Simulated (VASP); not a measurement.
Al2O3:

```xyz
5
Lattice="3.0175 0.0000 0.0000 -1.5087 2.6132 0.0000 0.0000 0.0000 7.5746" Properties=species:S:1:pos:R:3 pbc="T T T"
Al    0.0000    0.0000    2.1054
Al    0.0000    0.0000    5.4693
O     0.0000    1.7421    1.5108
O     1.5087    0.8711    6.0638
O     0.0000    0.0000    3.7873
```

| Quantity | Value |
| --- | --- |
| Program | VASP 6.6.1 |
| Task | relaxation of cell and atoms |
| Functional | PBEsol |
| Potentials or basis | VASP PAW PBE potentials, release 64 (Al, O) |
| Cutoff | 600 eV |
| k mesh | 12 × 12 × 4 |
| Occupations | gaussian, width 0.01 eV |
| Spin | no spin polarisation |

At the start: pressure -3.7 GPa; volume 11.95 Å³/atom.

**Question.** How do energy, volume and symmetry change on relaxing?

**Answer.** Over 25 steps the energy falls by 3.7 meV/atom and the volume is 11.91 Å³/atom (-0.3 %); space group P-3m1 (No. 164, to 0.1 Å) before and after.

Step by step:
```
step  energy change (eV)  largest force (eV/Å)  pressure (GPa)  volume (Å³)
   1              0.0000                0.1892           -3.70        59.73
   2             -0.0040                0.2141            3.60        57.38
   3             -0.0166                0.0657            0.06        58.45
   4             -0.0161                0.2622           -0.04        58.39
   5             -0.0172                0.0715            0.01        58.43
   6             -0.0175                0.0160            0.03        58.42
   7             -0.0175                0.0187            0.03        58.42
   8             -0.0176                0.0180            0.04        58.43
   9             -0.0177                0.0170            0.06        58.48
  10             -0.0178                0.0146            0.09        58.56
  11             -0.0181                0.0423            0.16        58.73
  12             -0.0182                0.0996            0.31        59.07
  13             -0.0182                0.0994            0.36        59.08
  14             -0.0183                0.0960            0.35        59.09
  15             -0.0183                0.0907            0.34        59.11
  16             -0.0184                0.0800            0.32        59.15
  17             -0.0185                0.0587            0.28        59.24
  18             -0.0186                0.0180            0.17        59.41
  19             -0.0186                0.0226            0.18        59.47
  20             -0.0186                0.0290            0.11        59.60
  21             -0.0186                0.0254            0.15        59.52
  22             -0.0186                0.0245            0.15        59.50
  23             -0.0186                0.0214            0.13        59.51
  24             -0.0187                0.0123            0.05        59.53
  25             -0.0187                0.0064           -0.10        59.57
```

Final structure:
```xyz
5
Lattice="2.9891 0.0000 0.0000 -1.4946 2.5887 0.0000 0.0000 0.0000 7.6981" Properties=species:S:1:pos:R:3 pbc="T T T"
Al    0.0000    0.0000    2.1754
Al    0.0000    0.0000    5.5227
O     0.0000    1.7258    1.5819
O     1.4946    0.8629    6.1162
O     0.0000    0.0000    3.8491
```

Caveat: the PAW data sets were made with another functional, which shifts forces and pressure a little.
